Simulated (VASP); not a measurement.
# TePb (Pm-3m) in VASP: notebook, part 2 of 2

VASP 6.6.1. The steps go on from the part before.

**3. Electric field gradients, PBEsol**

This run uses another cell than the first one, of 32.05 Å³/atom, 2.222 times its volume.

Contents of INCAR:

```
PREC = Accurate
ENCUT = 400
EDIFF = 1E-8
ISMEAR = -1
SIGMA = 0.05
LREAL = False
LASPH = True
NELM = 120
ALGO = Normal
ISIF = 2
LWAVE = False
LCHARG = False
GGA = PS
LEFG = True
NBANDS = 17
GGA_COMPAT = False
```

Contents of KPOINTS:

```
regular mesh
0
Gamma
  9 9 9
```

Contents of POSCAR:

```
TePb
1.0
    4.0022870000      0.0000000000      0.0000000000
    0.0000000000      4.0022870000      0.0000000000
    0.0000000000      0.0000000000      4.0022870000
Te Pb
1 1
Direct
    0.5000000000      0.5000000000      0.5000000000
    0.0000000000      0.0000000000      0.0000000000
```

Potentials or basis: VASP PAW PBE potentials, release 64 (Te, Pb_d).

Launch:

```console
> cat potpaw_PBE.64/Te/POTCAR potpaw_PBE.64/Pb_d/POTCAR > POTCAR
> mpirun -np 1 vasp_std > vasp.out
```

OUTCAR:

```text
PREC = Accurate
   ENCUT = 400
   EDIFF = 1E-8
   ISMEAR = -1
   LREAL = False
   LASPH = True
   NELM = 120
   ISIF = 2
   GGA = PS

 ion  position               nearest neighbor table
   1  0.500  0.500  0.500-   2 3.47   2 3.47   2 3.47   2 3.47   2 3.47   2 3.47   2 3.47   2 3.47

   2  0.000  0.000  0.000-   1 3.47   1 3.47   1 3.47   1 3.47   1 3.47   1 3.47   1 3.47   1 3.47

  LATTYP: Found a simple cubic cell.
 ALAT       =     4.0022870000

  Lattice vectors:

 A1 = (   4.0022870000,   0.0000000000,   0.0000000000)
 A2 = (   0.0000000000,   4.0022870000,   0.0000000000)
 A3 = (   0.0000000000,   0.0000000000,   4.0022870000)

Analysis of symmetry for initial positions (statically):
=====================================================================
 Subroutine PRICEL returns:
 Original cell was already a primitive cell.

 Routine SETGRP: Setting up the symmetry group for a
 simple cubic supercell.

 Subroutine GETGRP returns: Found 48 space group operations
 (whereof 48 operations were pure point group operations)
 out of a pool of 48 trial point group operations.

The static configuration has the point symmetry O_h .

Analysis of symmetry for dynamics (positions and initial velocities):
=====================================================================
 Subroutine PRICEL returns:
 Original cell was already a primitive cell.

 Routine SETGRP: Setting up the symmetry group for a
 simple cubic supercell.

 Subroutine GETGRP returns: Found 48 space group operations
 (whereof 48 operations were pure point group operations)
 out of a pool of 48 trial point group operations.

The dynamic configuration has the point symmetry O_h .

 Subroutine INISYM returns: Found 48 space group operations
 (whereof 48 operations are pure point group operations),
 and found     1 'primitive' translations

----------------------------------------------------------------------------------------

                                     Primitive cell

  volume of cell :      64.1098

  direct lattice vectors                    reciprocal lattice vectors
     4.002287000  0.000000000  0.000000000     0.249857144  0.000000000  0.000000000
     0.000000000  4.002287000  0.000000000     0.000000000  0.249857144  0.000000000
     0.000000000  0.000000000  4.002287000     0.000000000  0.000000000  0.249857144

  length of vectors
     4.002287000  4.002287000  4.002287000     0.249857144  0.249857144  0.249857144

  position of ions in fractional coordinates (direct lattice)
     0.500000000  0.500000000  0.500000000
     0.000000000  0.000000000  0.000000000

  ion indices of the primitive-cell ions
   primitive index   ion index
                 1           1
                 2           2

----------------------------------------------------------------------------------------

 KPOINTS: regular mesh

[... 67 lines left out ...]
   EDIFF  = 0.1E-07   stopping-criterion for ELM
   LREAL  =      F    real-space projection
   EDIFFG = 0.1E-06   stopping-criterion for IOM
   NSW    =      0    number of steps for IOM
   IBRION =     -1    ionic relax: 0-MD 1-quasi-New 2-CG
   NFREE  =      0    steps in history (QN), initial steepest desc. (CG)
   ISIF   =      2    stress and relaxation
   ISYM   =      2    0-nonsym 1-usesym 2-fastsym
   POTIM  = 0.5000    time-step for ionic-motion
   TEBEG  =    0.0;   TEEND  =   0.0 temperature during run
   PSTRESS=    0.0 pullay stress
   NELECT =      20.0000    total number of electrons
   NUPDOWN=      -1.0000    fix difference up-down
   EMIN   =  10.00;   EMAX   =-10.00  energy-range for DOS
   EFERMI =   0.00;   METHOD = LEGACY
   ISMEAR =    -1;   SIGMA  =   0.05  broadening in eV -4-tet -1-fermi 0-gaus
   EFERMI_NEDOS =   21; number of points for ismear=-14 and -15
   IALGO  =     38    algorithm
   IMIX   =      4    mixing-type and parameters
     AMIX     =   0.40;   BMIX     =  1.00
     AMIX_MAG =   1.60;   BMIX_MAG =  1.00
  volume/ion in A,a.u.               =      32.05       216.32
  Fermi-wavevector in a.u.,A,eV,Ry     =   1.110307  2.098177 16.773027  1.232783
  Thomas-Fermi vector in A             =   2.246857
   LORBIT       =      0    0 simple, 1 ext, 2 COOP (PROOUT), +10 PAW based schemes
   GGA     = PS    functional components
   LHFCALC =     F    Hartree Fock is set to
   AEXX    =    0.0000 exact exchange contribution
   IVDW    =     0    specifies the selected vdW correction
   LEPSILON=     F    determine dielectric tensor
   LRPA    =     F    only Hartree local field effects (RPA)
 non-spin polarized calculation
  energy-cutoff  :      400.00
  volume of cell :       64.11
 maximum number of plane-waves:      1189
 NGX is ok and might be reduce to    28
   NGX = 13   NGY = 13   NGZ = 13

 number of electron      20.0000009 magnetization

 Free energy of the ion-electron system (eV)
  ---------------------------------------------------
  ext. energy  EPLUGINS =         0.00000000
  ---------------------------------------------------
  free energy    TOTEN  =        -7.84948146 eV

  energy without entropy =       -7.84032559  energy(sigma->0) =       -7.84490352

 E-fermi :   6.1190     XC(G=0):  -9.8362

 val. band max:        6.1067891614   @ k =   0.2222   0.1111   0.1111
 cond. band min:       6.1489467544   @ k =   0.4444   0.2222   0.0000
 fundamental gap:      0.0421575930
 Fermi energy:         6.1190394305

 k-point     1 :       0.0000    0.0000    0.0000
  band No.  band energies     occupation
      1     -10.8023      2.00000
      2     -10.8023      2.00000
      3     -10.7194      2.00000
      4     -10.7194      2.00000
      5     -10.7194      2.00000
      6      -5.9696      2.00000
[... 457 lines left out ...]
      4     -10.7381      2.00000
      5     -10.7045      2.00000
      6      -4.1225      2.00000
[... 9 lines left out ...]
     16      14.9719      0.00000
     17      16.0454      0.00000

 [... further k-points ...]
[... 5 lines left out ...]
  --------------------------------------------------------------------------------------
  -------------------------------------------------------------------------------------
  Total       -1.1821926     -1.1821926     -1.1821926      0.0000000      0.0000000     -0.0000000
  in kB      -29.5443293    -29.5443293    -29.5443293      0.0000000      0.0000000     -0.0000000
  external PRESSURE =     -29.5443293 kB  Pullay stress =       0.0000000 kB

 VOLUME and BASIS-vectors are now :
 -----------------------------------------------------------------------------
  energy-cutoff  :      400.00
  volume of cell :       64.11
      direct lattice vectors                 reciprocal lattice vectors
     4.002287000  0.000000000  0.000000000     0.249857144  0.000000000  0.000000000
     0.000000000  4.002287000  0.000000000     0.000000000  0.249857144  0.000000000
     0.000000000  0.000000000  4.002287000     0.000000000  0.000000000  0.249857144

 POSITION                                       TOTAL-FORCE (eV/Angst)
 -----------------------------------------------------------------------------------
      2.00114      2.00114      2.00114         0.000000      0.000000      0.000000
      0.00000      0.00000      0.00000         0.000000      0.000000      0.000000
 -----------------------------------------------------------------------------------
    total drift:                               -0.000000      0.000000     -0.000000

  FREE ENERGIE OF THE ION-ELECTRON SYSTEM (eV)
  ---------------------------------------------------
  free  energy   TOTEN  =        -7.8494814550 eV

  energy  without entropy=       -7.8403255858  energy(sigma->0) =       -7.84490352

 Electric field gradients (V/A^2)
---------------------------------------------------------------------
 ion       V_xx      V_yy      V_zz      V_xy      V_xz      V_yz
---------------------------------------------------------------------
   1      -0.000    -0.000    -0.000    -0.000    -0.000     0.000
   2       0.000     0.000    -0.000    -0.000    -0.000    -0.000
---------------------------------------------------------------------

 Electric field gradients after diagonalization (V/A^2)
 (convention: |V_zz| > |V_xx| > |V_yy|)
----------------------------------------------------------------------
 ion       V_xx      V_yy      V_zz     asymmetry (V_yy - V_xx)/ V_zz
----------------------------------------------------------------------
   1      -0.000    -0.000    -0.000      -0.154
   2       0.000     0.000    -0.000       0.263
----------------------------------------------------------------------

           NMR quadrupolar parameters

 Cq : quadrupolar parameter    Cq=e*Q*V_zz/h
 eta: asymmetry parameters     (V_yy - V_xx)/ V_zz
 Q  : nuclear electric quadrupole moment in mb (millibarn)
----------------------------------------------------------------------
 ion       Cq(MHz)       eta       Q (mb)
----------------------------------------------------------------------
   1      -0.000      -0.154       1.000
   2      -0.000       0.263       1.000
----------------------------------------------------------------------
```

stdout:

```text
POSCAR found type information on POSCAR TePb
 POSCAR found :  2 types and       2 ions
 scaLAPACK will be used
 -----------------------------------------------------------------------------
|                                                                             |
|                                                                             |
|     You enforced a specific xc type in the INCAR file but a different       |
|     I HOPE YOU KNOW WHAT YOU ARE DOING!                                     |
|                                                                             |
 -----------------------------------------------------------------------------

 LDA part: xc-table for (Slater+PW92), standard interpolation
 POSCAR, INCAR and KPOINTS ok, starting setup
 FFT: planning ... GRIDC
 FFT: planning ... GRID_SOFT
 FFT: planning ... GRID
 WAVECAR not read
 entering main loop
ion   1

ion   2
```

Run time: 15 s. Hardware: 1 thread of AMD EPYC 9R45 (Zen 5), shared host; peak memory 0.14 GiB.

Results:

| Property | Result |
| --- | --- |
| Free energy | -7.8495 eV |
| Pressure | -3.0 GPa |
| Band gap on the k mesh | zero (band 10 reaches 6.41 eV, above the bottom of band 11 at 5.43 eV) |

Levels at points of the mesh, in eV from the Fermi level:
```csv
k point,band 6,band 7,band 8,band 9,band 10,band 11,band 12,band 13,band 14,band 15
"(0.00, 0.00, 0.00)",-12.09,-6.69,-1.48,-1.48,-1.48,4.06,4.06,5.34,5.34,5.34
```

Caveat: without QUAD_EFG the Cq values of the log hold for a quadrupole moment of 1 mb, not for the nuclei; the PAW data sets were made with another functional, which shifts forces and pressure a little; spin-orbit coupling is left out, which moves the levels of the heavy elements.
